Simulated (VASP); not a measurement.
# Pd: single point with r2SCAN

Crystal: Pd.

```
Pd
1.0
     2.78367    0.00000    0.00000
    -1.39183    2.41072    0.00000
     0.00000    0.00000    4.62889
Pd
2
Direct
  0.66667 0.33333 0.75000
  0.33333 0.66667 0.25000
```

This isn't the form of Pd at room conditions, which is fcc.

| Item | Value |
| --- | --- |
| Program | VASP 6.6.1 |
| Task | single point |
| Functional | r2SCAN |
| Potentials or basis | VASP PAW PBE potentials, release 64 (Pd) |
| Cutoff | 520 eV |
| k mesh | 18 × 18 × 10 |
| Occupations | gaussian, width 0.1 eV |
| Spin | no spin polarisation |
| Dipole correction | no |
| Further INCAR settings | ALGO = Normal; EDIFF = 1e-06; NBANDS = 17 |

The pressure is -5.3 GPa and the band gap on the k mesh is zero (bands 10 and 11 overlap by 0.88 eV).

Stress tensor (GPa, compression positive):
```
-5.93  0.00  0.00
 0.00 -5.93  0.00
 0.00  0.00 -4.10
```

Levels at points of the mesh, in eV from the Fermi level:
| k point | band 8 | band 9 | band 10 | band 11 | band 12 | band 13 |
| --- | --- | --- | --- | --- | --- | --- |
| (0.00, 0.00, 0.00) | -1.62 | -1.62 | -0.25 | -0.25 | 1.26 | 7.01 |
| (0.50, 0.00, 0.00) | 0.00 | 0.01 | 0.19 | 2.77 | 4.68 | 9.93 |
| (0.00, 0.00, 0.50) | -2.65 | -0.69 | -0.69 | -0.69 | -0.69 | 14.38 |
| (0.50, 0.00, 0.50) | -0.40 | 0.12 | 0.12 | 2.94 | 2.94 | 8.31 |

Run time: 2.4 min on 1 thread of Intel(R) Xeon(R) 6975P-C (Granite Rapids) (shared host), peak memory 0.23 GiB.

Caveat: the cell stands under tension; the PAW data sets were made with another functional, which shifts forces and pressure a little.
